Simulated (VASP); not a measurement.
Wanted: the native input for a VASP 6.6.1 run.

```yaml
Task: single point
Functional: PBE
Potentials_or_basis: VASP PAW PBE potentials, release 64 (Al)
Cutoff: 520 eV
k_mesh: 8 × 8 × 8
Occupations: gaussian, width 0.1 eV
Spin: no spin polarisation
Dipole_correction: no
Further_INCAR_settings: ALGO = Fast; EDIFF = 1e-06; NBANDS = 8
```

The structure of Al lies in POSCAR:

```
Al
1.0
    0.0000000000      2.0239800000      2.0239800000
    2.0239800000      0.0000000000      2.0239800000
    2.0239800000      2.0239800000      0.0000000000
Al
1
Direct
    0.0000000000      0.0000000000      0.0000000000
```

These files were run (other wordings do the same):

INCAR

```
  ALGO = Fast
  EDIFF = 1E-6
  ENCUT = 520
  GGA = PE
  ISIF = 2
  ISMEAR = 0
  LASPH = T
  LCHARG = T
  LELF = T
  LREAL = F
  LVHAR = T
  LWAVE = F
  NBANDS = 8
  NELM = 60
  PREC = Accurate
  SIGMA = 0.1
```

KPOINTS

```
k-points
0
Gamma
  8 8 8
```

Potentials or basis: VASP PAW PBE potentials, release 64 (Al).

Command:

```sh
$ cat potpaw_PBE.64/Al/POTCAR > POTCAR
$ mpirun -np 1 vasp_std > vasp.out
```

It gave:

```
Pressure : -0.4 GPa
```

Wall time 1.8 s on 1 thread of Intel(R) Xeon(R) 6975P-C (Granite Rapids) (shared host), peak memory 0.12 GiB.
